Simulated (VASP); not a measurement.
Ge, 2 atoms in the cell. It takes space group Fd-3m (No. 227, cubic). Conventional cell: a = 5.658 Å, b = 5.658 Å, c = 5.658 Å, α = 90.00°, β = 90.00°, γ = 90.00°. Ge (site symmetry -43m) has 4 Ge at 2.45 Å within 3.2 Å. 

| Quantity | Value |
| --- | --- |
| Program | VASP 6.6.1 |
| Task | relaxation of cell and atoms |
| Functional | RPBE |
| Dispersion | D4 |
| Potentials or basis | VASP PAW PBE potentials, release 64 (Ge_d) |
| Cutoff | 600 eV |
| k mesh | 8 × 8 × 8 |
| Occupations | fermi-dirac, width 0.05 eV |
| Spin | no spin polarisation |
| Dipole correction | no |
| Further INCAR settings | ALGO = Normal; EDIFF = 1e-06; IBRION = 2; EDIFFG = -0.02; NSW = 80; ISIF = 3 |

Potentials or basis: VASP PAW PBE potentials, release 64 (Ge_d).

Run with:

```sh
$ cat potpaw_PBE.64/Ge_d/POTCAR > POTCAR
$ mpirun -np 1 vasp_std > vasp.out
```

Hardware: 1 thread of AMD EPYC 7R13, on a shared host.

How long does it take, and how much memory?

Run time: 82 s on 1 thread of AMD EPYC 7R13 (shared host), peak memory 0.16 GiB. Counts: scf iterations 19, k points 29, ion steps 2.
